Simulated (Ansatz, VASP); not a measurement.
**One calculation of PIr, two programs**

File INCAR:

```
  PREC = Accurate
  ENCUT = 520
  EDIFF = 1E-6
  ISMEAR = -1
  SIGMA = 0.05
  LREAL = False
  LASPH = True
  NELM = 60
  ALGO = Normal
  ISIF = 2
  LWAVE = False
  LCHARG = True
  GGA = PE
  LELF = True
  LVHAR = True
  NBANDS = 14
```

Contents of KPOINTS:

```
regular mesh
0
Gamma
  13 13 13
```

File POSCAR:

```
PIr
1.0
    0.0246480293      2.4648029302      2.4648029302
    2.4648029302      0.0246480293      2.4648029302
    2.4894509595      2.4894509595      0.0000000000
Ir P
1 1
Direct
    0.0000000000      0.0000000000      0.0000000000
    0.5000000000      0.5000000000      0.5000000000
```

Input for Ansatz:

```yaml
crystal:
  lattice:
    - [0.0246480293, 2.4648029302, 2.4648029302]
    - [2.4648029302, 0.0246480293, 2.4648029302]
    - [2.4894509595, 2.4894509595, 0.0]
  atoms:
    - { symbol: Ir, position: [0.0, 0.0, 0.0] }
    - { symbol: P, position: [0.5, 0.5, 0.5] }
kpoints:
  mp_grid: { grid: [13, 13, 13] }
scf:
  occupations: { method: fermi_dirac, width: 0.05 }
hamiltonian:
  xc: pbe
  pseudopotentials: { kind: all_electron, lapw: { basis_error: 0.0005 } }
output:
  forces: true
  stress: true
  eigenvalues: true
```

Change from the starting cell: xy shear strain of +2 %.

Alike in both runs: task single point; functional PBE; k mesh 13 × 13 × 13; occupations fermi-dirac, width 0.05 eV; no spin polarisation.

|  | VASP | Ansatz |
| --- | --- | --- |
| version | VASP 6.6.1 | Ansatz 0.2.0 |
| potentials or method | VASP PAW PBE potentials, release 64 (Ir, P), cutoff 520 eV | all-electron LAPW, scalar-relativistic |

Ansatz gave:

```
pressure (GPa)                                                : 0.0
traceless stress, the component that is largest in VASP (GPa) : -0.07
```

Q: Which values does VASP return?

A: Pressure (GPa): 0.4; traceless stress, the component that is largest in VASP (GPa): -0.08.

Ansatz ran all-electron here, and VASP with PAW potentials.

Neither program's run includes spin-orbit coupling.
